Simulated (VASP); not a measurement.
# Mg (P6_3/mmc) in VASP: further runs

Mg is run at these levels: LDA; tasks: electric field gradients.

All numbers are computed with VASP 6.6.1; they aren't measurements. Logs are shortened: lines on timing, memory, paths and dates and some standing lists are left out, and cuts for length are marked.

## Step 1: The cell of the first run

Symmetry: P6_3/mmc, No. 194, hexagonal system. The conventional cell has a = 3.220 Å, b = 3.220 Å, c = 5.228 Å, α = 90.00°, β = 90.00°, γ = 120.00°. Mg (site symmetry -6m2) has 12 Mg at 3.21 to 3.22 Å within 4.2 Å.

## Step 2: Electric field gradients, LDA (volume scaled by 1.01)

The input, INCAR:

```
ALGO = Normal
EDIFF = 1E-8
ENCUT = 520
ISIF = 2
ISMEAR = -1
LASPH = True
LCHARG = False
LEFG = True
LREAL = False
LWAVE = False
NBANDS = 9
NELM = 100
PREC = Accurate
SIGMA = 0.05
```

The input, KPOINTS:

```
k-points
0
Gamma
  12 12 7
```

The input, POSCAR:

```
Mg
1.0
    3.2199336425      0.0000000000      0.0000000000
   -1.6099668212      2.7885443329      0.0000000000
    0.0000000000      0.0000000000      5.2276401936
Mg
2
Direct
    0.3333333333      0.6666666667      0.2500000000
    0.6666666667      0.3333333333      0.7500000000
```

Potentials or basis: VASP PAW LDA potentials, release 64 (Mg).

Run with:

```
> cat potpaw_LDA.64/Mg/POTCAR > POTCAR
> mpirun -np 1 vasp_std > vasp.out
```

OUTCAR:

```text
EDIFF = 1E-8
   ENCUT = 520
   ISIF = 2
   ISMEAR = -1
   LASPH = True
   LREAL = False
   NELM = 100
   PREC = Accurate

 ion  position               nearest neighbor table
   1  0.333  0.667  0.250-   2 3.21   2 3.21   2 3.21   2 3.21   2 3.21   2 3.21
   2  0.667  0.333  0.750-   1 3.21   1 3.21   1 3.21   1 3.21   1 3.21   1 3.21

  LATTYP: Found a hexagonal cell.
 ALAT       =     3.2199336425
 C/A-ratio  =     1.6235242008

  Lattice vectors:

 A1 = (   3.2199336425,   0.0000000000,   0.0000000000)
 A2 = (  -1.6099668212,   2.7885443329,   0.0000000000)
 A3 = (   0.0000000000,   0.0000000000,   5.2276401936)

Analysis of symmetry for initial positions (statically):
[... 35 lines left out ...]
                                     Primitive cell

  volume of cell :      46.9386

  direct lattice vectors                    reciprocal lattice vectors
     3.219933643  0.000000000  0.000000000     0.310565406  0.179305021  0.000000000
    -1.609966821  2.788544333  0.000000000     0.000000000  0.358610042  0.000000000
     0.000000000  0.000000000  5.227640194     0.000000000  0.000000000  0.191290900

  length of vectors
     3.219933643  3.219933642  5.227640194     0.358610042  0.358610042  0.191290900

  position of ions in fractional coordinates (direct lattice)
     0.333333333  0.666666667  0.250000000
     0.666666667  0.333333333  0.750000000

  ion indices of the primitive-cell ions
   primitive index   ion index
                 1           1
                 2           2

----------------------------------------------------------------------------------------

 KPOINTS: k-points

Automatic generation of k-mesh.
 Grid dimensions read from file:
 generate k-points for:   12   12    7

 Generating k-lattice:

  Cartesian coordinates                     Fractional coordinates (reciprocal lattice)
     0.025880451  0.014942085  0.000000000     0.083333333  0.000000000  0.000000000
     0.000000000  0.029884170  0.000000000     0.000000000  0.083333333  0.000000000
     0.000000000  0.000000000  0.027327271     0.000000000  0.000000000  0.142857143

  Length of vectors
     0.029884170  0.029884170  0.027327271

  Shift w.r.t. Gamma in fractional coordinates (k-lattice)
     0.000000000  0.000000000  0.000000000

 Subroutine IBZKPT returns following result:
 ===========================================

 Found     76 irreducible k-points:

 Following reciprocal coordinates:
            Coordinates               Weight
  0.000000  0.000000  0.000000      1.000000
  0.083333  0.000000  0.000000      6.000000
  0.166667  0.000000  0.000000      6.000000
  0.250000  0.000000  0.000000      6.000000
  0.333333  0.000000  0.000000      6.000000
  0.416667 -0.000000  0.000000      6.000000
[... 16 lines left out ...]
  0.250000  0.000000  0.142857     12.000000
  0.333333  0.000000  0.142857     12.000000
 [... further k-points ...]
   k-points           NKPTS =     76   k-points in BZ     NKDIM =     76   number of bands    NBANDS=      9
   number of dos      NEDOS =    301   number of ions     NIONS =      2
   total plane-waves  NPLWV =  23040
   dimension x,y,z NGX =    24 NGY =   24 NGZ =   40
   dimension x,y,z NGXF=    48 NGYF=   48 NGZF=   80
   ions per type =               2
   NGX,Y,Z   is equivalent  to a cutoff of  12.39, 12.39, 12.72 a.u.
   NGXF,Y,Z  is equivalent  to a cutoff of  24.78, 24.78, 25.44 a.u.
 SYSTEM =  unknown system
   PREC   = accura    normal or accurate (medium, high low for compatibility)
   ISTART =      0    job   : 0-new  1-cont  2-samecut
   ICHARG =      2    charge: 1-file 2-atom 10-const
   ISPIN  =      1    spin polarized calculation?
   LNONCOLLINEAR =      F non collinear calculations
   LSORBIT =      F    spin-orbit coupling
   LASPH  =      T    aspherical Exc in radial PAW
   ENCUT  =  520.0 eV  38.22 Ry    6.18 a.u.   5.99  5.99  9.72*2*pi/ulx,y,z
   NELM   =    100;   NELMIN=  2; NELMDL= -5     # of ELM steps
   EDIFF  = 0.1E-07   stopping-criterion for ELM
   LREAL  =      F    real-space projection
   EDIFFG = 0.1E-06   stopping-criterion for IOM
   NSW    =      0    number of steps for IOM
   IBRION =     -1    ionic relax: 0-MD 1-quasi-New 2-CG
   NFREE  =      0    steps in history (QN), initial steepest desc. (CG)
   ISIF   =      2    stress and relaxation
   ISYM   =      2    0-nonsym 1-usesym 2-fastsym
   POTIM  = 0.5000    time-step for ionic-motion
   TEBEG  =    0.0;   TEEND  =   0.0 temperature during run
   PSTRESS=    0.0 pullay stress
   NELECT =       4.0000    total number of electrons
   NUPDOWN=      -1.0000    fix difference up-down
   EMIN   =  10.00;   EMAX   =-10.00  energy-range for DOS
   EFERMI =   0.00;   METHOD = LEGACY
   ISMEAR =    -1;   SIGMA  =   0.05  broadening in eV -4-tet -1-fermi 0-gaus
   EFERMI_NEDOS =   21; number of points for ismear=-14 and -15
   IALGO  =     38    algorithm
   IMIX   =      4    mixing-type and parameters
     AMIX     =   0.40;   BMIX     =  1.00
     AMIX_MAG =   1.60;   BMIX_MAG =  1.00
  volume/ion in A,a.u.               =      23.47       158.38
  Fermi-wavevector in a.u.,A,eV,Ry     =   0.720418  1.361393  7.061459  0.519003
  Thomas-Fermi vector in A             =   1.809865
   LORBIT       =      0    0 simple, 1 ext, 2 COOP (PROOUT), +10 PAW based schemes
   GGA     = CA    functional components
   LHFCALC =     F    Hartree Fock is set to
   AEXX    =    0.0000 exact exchange contribution
   IVDW    =     0    specifies the selected vdW correction
   LEPSILON=     F    determine dielectric tensor
   LRPA    =     F    only Hartree local field effects (RPA)
 non-spin polarized calculation
  energy-cutoff  :      520.00
  volume of cell :       46.94
 maximum number of plane-waves:      1284
 NGX is ok and might be reduce to    24
   NGX = 11   NGY = 11   NGZ = 19

 number of electron       4.0000000 magnetization

 Free energy of the ion-electron system (eV)
  ---------------------------------------------------
  ext. energy  EPLUGINS =         0.00000000
  ---------------------------------------------------
  free energy    TOTEN  =        -3.58145992 eV

  energy without entropy =       -3.57364063  energy(sigma->0) =       -3.57755028

 E-fermi :   2.3077     XC(G=0):  -8.6088

 val. band max:        2.2857666072   @ k =   0.3333   0.1667   0.1429
 cond. band min:       2.3434115117   @ k =   0.2500   0.0833   0.0000
 fundamental gap:      0.0576449045
 Fermi energy:         2.3077122187

 k-point     1 :       0.0000    0.0000    0.0000
  band No.  band energies     occupation
      1      -4.4686      2.00000
      2       0.7439      2.00000
      3       1.0775      2.00000
      4      13.1210      0.00000
      5      13.1210      0.00000
      6      13.1271      0.00000
      7      13.1271      0.00000
      8      14.0509      0.00000
      9      15.5252      0.00000

 k-point     2 :       0.0833    0.0000    0.0000
  band No.  band energies     occupation
      1      -4.3342      2.00000
      2       0.8668      2.00000
      3       1.2090      2.00000
      4      10.8556      0.00000
      5      11.8780      0.00000
      6      12.7338      0.00000
      7      14.5703      0.00000
      8      14.8647      0.00000
      9      15.4792      0.00000

 k-point     3 :       0.1667    0.0000    0.0000
  band No.  band energies     occupation
      1      -3.9319      2.00000
      2       1.2357      2.00000
      3       1.5991      2.00000
      4       8.3743      0.00000
      5      10.8584      0.00000
      6      11.5753      0.00000
      7      13.0711      0.00000
      8      13.7538      0.00000
      9      15.4572      0.00000

 k-point     4 :       0.2500    0.0000    0.0000
  band No.  band energies     occupation
      1      -3.2651      2.00000
      2       1.8509      1.99978
      3       2.2283      1.66082
      4       6.0723      0.00000
      5      10.0674      0.00000
      6      10.3033      0.00000
      7      10.7669      0.00000
      8      12.1636      0.00000
      9      14.5901      0.00000
[... 205 lines left out ...]
 k-point    22 :       0.1667    0.0000    0.1429
  band No.  band energies     occupation
      1      -3.8200      2.00000
      2       0.0141      2.00000
      3       3.0123      0.00000
      4       8.4717      0.00000
      5      10.9525      0.00000
      6      11.4127      0.00000
      7      12.3209      0.00000
      8      13.8960      0.00000
      9      14.2551      0.00000

 k-point    23 :       0.2500    0.0000    0.1429
  band No.  band energies     occupation
      1      -3.1539      2.00000
      2       0.6508      2.00000
      3       3.6063      0.00000
      4       6.1858      0.00000
      5       9.5132      0.00000
      6      10.1618      0.00000
      7      11.0778      0.00000
      8      12.7988      0.00000
      9      13.4881      0.00000

 k-point    24 :       0.3333    0.0000    0.1429
  band No.  band energies     occupation
      1      -2.2292      2.00000
      2       1.5227      2.00000
      3       3.7977      0.00000
      4       4.7579      0.00000
      5       7.5419      0.00000
      6       9.5983      0.00000
      7       9.8917      0.00000
      8      11.4027      0.00000
      9      12.9190      0.00000

 [... further k-points ...]
[... 5 lines left out ...]
  --------------------------------------------------------------------------------------
  -------------------------------------------------------------------------------------
  Total       -0.8261322     -0.8261322     -1.0816103     -0.0000000      0.0000000      0.0000000
  in kB      -28.1987557    -28.1987557    -36.9191122     -0.0000000      0.0000000      0.0000000
  external PRESSURE =     -31.1055412 kB  Pullay stress =       0.0000000 kB

 VOLUME and BASIS-vectors are now :
 -----------------------------------------------------------------------------
  energy-cutoff  :      520.00
  volume of cell :       46.94
      direct lattice vectors                 reciprocal lattice vectors
     3.219933643  0.000000000  0.000000000     0.310565406  0.179305021  0.000000000
    -1.609966821  2.788544333  0.000000000     0.000000000  0.358610042  0.000000000
     0.000000000  0.000000000  5.227640194     0.000000000  0.000000000  0.191290900

 POSITION                                       TOTAL-FORCE (eV/Angst)
 -----------------------------------------------------------------------------------
     -0.00000      1.85903      1.30691        -0.000000      0.000000      0.000000
      1.60997      0.92951      3.92073         0.000000     -0.000000      0.000000
 -----------------------------------------------------------------------------------
    total drift:                                0.000000     -0.000000      0.000000

  FREE ENERGIE OF THE ION-ELECTRON SYSTEM (eV)
  ---------------------------------------------------
  free  energy   TOTEN  =        -3.5814599211 eV

  energy  without entropy=       -3.5736406328  energy(sigma->0) =       -3.57755028

 Electric field gradients (V/A^2)
---------------------------------------------------------------------
 ion       V_xx      V_yy      V_zz      V_xy      V_xz      V_yz
---------------------------------------------------------------------
   1      -0.634    -0.634     1.267    -0.000    -0.000     0.000
   2      -0.634    -0.634     1.267    -0.000     0.000    -0.000
---------------------------------------------------------------------

 Electric field gradients after diagonalization (V/A^2)
 (convention: |V_zz| > |V_xx| > |V_yy|)
----------------------------------------------------------------------
 ion       V_xx      V_yy      V_zz     asymmetry (V_yy - V_xx)/ V_zz
----------------------------------------------------------------------
   1      -0.634    -0.634     1.267       0.000
   2      -0.634    -0.634     1.267       0.000
----------------------------------------------------------------------

           NMR quadrupolar parameters

 Cq : quadrupolar parameter    Cq=e*Q*V_zz/h
 eta: asymmetry parameters     (V_yy - V_xx)/ V_zz
 Q  : nuclear electric quadrupole moment in mb (millibarn)
----------------------------------------------------------------------
 ion       Cq(MHz)       eta       Q (mb)
----------------------------------------------------------------------
   1       0.003       0.000       1.000
   2       0.003       0.000       1.000
----------------------------------------------------------------------
```

Wall time 8.2 s (1 thread of Intel Xeon Platinum 8488C (Sapphire Rapids), shared host); peak memory 0.15 GiB.

Results:

```
Free energy            : -3.5815 eV
Pressure               : -3.1 GPa
Band gap on the k mesh : zero (band 2 reaches 3.36 eV, above the bottom of band 3 at 1.08 eV)
```

Stress tensor (GPa, compression positive):
```
-2.82  0.00  0.00
 0.00 -2.82  0.00
 0.00  0.00 -3.69
```

Electric field gradients, principal values (V/Å²):
| atom | least | middle | greatest (by size) |
| --- | --- | --- | --- |
| 1 Mg | -0.634 | -0.634 | 1.267 |
| 2 Mg | -0.634 | -0.634 | 1.267 |

Caveat: without QUAD_EFG the Cq values of the log hold for a quadrupole moment of 1 mb, not for the nuclei.

## Step 3: Electric field gradients, LDA (volume scaled by 1.04)

The input, INCAR:

```
SYSTEM = Mg
  PREC = Accurate
  ENCUT = 520
  EDIFF = 1E-8
  ISMEAR = -1
  SIGMA = 0.05
  LREAL = .FALSE.
  LASPH = .TRUE.
  NELM = 100
  ALGO = Normal
  ISIF = 2
  LWAVE = .FALSE.
  LCHARG = .FALSE.
  GGA = CA
  LEFG = .TRUE.
  NBANDS = 9
```

The input, KPOINTS:

```
Automatic mesh
0
G
  12 12 7
  0 0 0
```

The input, POSCAR:

```
Mg
1.0
    3.2515036326      0.0000000000      0.0000000000
   -1.6257518162      2.8158847463      0.0000000000
    0.0000000000      0.0000000000      5.2788948365
Mg
2
Direct
    0.3333333333      0.6666666667      0.2500000000
    0.6666666667      0.3333333333      0.7500000000
```

Potentials or basis: VASP PAW LDA potentials, release 64 (Mg).

Run with:

```
> cat potpaw_LDA.64/Mg/POTCAR > POTCAR
> mpirun -np 1 vasp_std > vasp.out
```

OUTCAR:

```text
SYSTEM = Mg
   PREC = Accurate
   ENCUT = 520
   EDIFF = 1E-8
   ISMEAR = -1
   LREAL = .FALSE.
   LASPH = .TRUE.
   NELM = 100
   ISIF = 2
   GGA = CA

 ion  position               nearest neighbor table
   1  0.333  0.667  0.250-   2 3.24   2 3.24   2 3.24   2 3.24   2 3.24   2 3.24
   2  0.667  0.333  0.750-   1 3.24   1 3.24   1 3.24   1 3.24   1 3.24   1 3.24

  LATTYP: Found a hexagonal cell.
 ALAT       =     3.2515036326
 C/A-ratio  =     1.6235242008

  Lattice vectors:

 A1 = (   3.2515036326,   0.0000000000,   0.0000000000)
 A2 = (  -1.6257518162,   2.8158847463,   0.0000000000)
 A3 = (   0.0000000000,   0.0000000000,   5.2788948365)

Analysis of symmetry for initial positions (statically):
[... 35 lines left out ...]
                                     Primitive cell

  volume of cell :      48.3328

  direct lattice vectors                    reciprocal lattice vectors
[... 443 lines left out ...]
  energy-cutoff  :      520.00
  volume of cell :       48.33
      direct lattice vectors                 reciprocal lattice vectors
     3.251503633  0.000000000  0.000000000     0.307550018  0.177564086  0.000000000
    -1.625751816  2.815884746  0.000000000     0.000000000  0.355128171  0.000000000
     0.000000000  0.000000000  5.278894837     0.000000000  0.000000000  0.189433590

 POSITION                                       TOTAL-FORCE (eV/Angst)
 -----------------------------------------------------------------------------------
     -0.00000      1.87726      1.31972        -0.000000      0.000000      0.000000
      1.62575      0.93863      3.95917         0.000000      0.000000      0.000000
 -----------------------------------------------------------------------------------
    total drift:                                0.000000     -0.000000      0.000000

  FREE ENERGIE OF THE ION-ELECTRON SYSTEM (eV)
  ---------------------------------------------------
  free  energy   TOTEN  =        -3.5510473418 eV

  energy  without entropy=       -3.5429222465  energy(sigma->0) =       -3.54698479

 Electric field gradients (V/A^2)
---------------------------------------------------------------------
 ion       V_xx      V_yy      V_zz      V_xy      V_xz      V_yz
---------------------------------------------------------------------
   1      -0.627    -0.627     1.255     0.000    -0.000     0.000
   2      -0.627    -0.627     1.255     0.000     0.000    -0.000
---------------------------------------------------------------------

 Electric field gradients after diagonalization (V/A^2)
 (convention: |V_zz| > |V_xx| > |V_yy|)
----------------------------------------------------------------------
 ion       V_xx      V_yy      V_zz     asymmetry (V_yy - V_xx)/ V_zz
----------------------------------------------------------------------
   1      -0.627    -0.627     1.255       0.000
   2      -0.627    -0.627     1.255       0.000
----------------------------------------------------------------------

           NMR quadrupolar parameters

 Cq : quadrupolar parameter    Cq=e*Q*V_zz/h
 eta: asymmetry parameters     (V_yy - V_xx)/ V_zz
 Q  : nuclear electric quadrupole moment in mb (millibarn)
----------------------------------------------------------------------
 ion       Cq(MHz)       eta       Q (mb)
----------------------------------------------------------------------
   1       0.003       0.000       1.000
   2       0.003       0.000       1.000
----------------------------------------------------------------------
```

Wall time 8.2 s (1 thread of Intel Xeon Platinum 8488C (Sapphire Rapids), shared host); peak memory 0.15 GiB.

Results:

```
Free energy            : -3.5510 eV
Pressure               : -3.9 GPa
Band gap on the k mesh : zero (band 2 reaches 3.21 eV, above the bottom of band 3 at 0.93 eV)
```

Electric field gradients, principal values (V/Å²):
| atom | least | middle | greatest (by size) |
| --- | --- | --- | --- |
| 1 Mg | -0.627 | -0.627 | 1.255 |
| 2 Mg | -0.627 | -0.627 | 1.255 |

Caveat: without QUAD_EFG the Cq values of the log hold for a quadrupole moment of 1 mb, not for the nuclei.
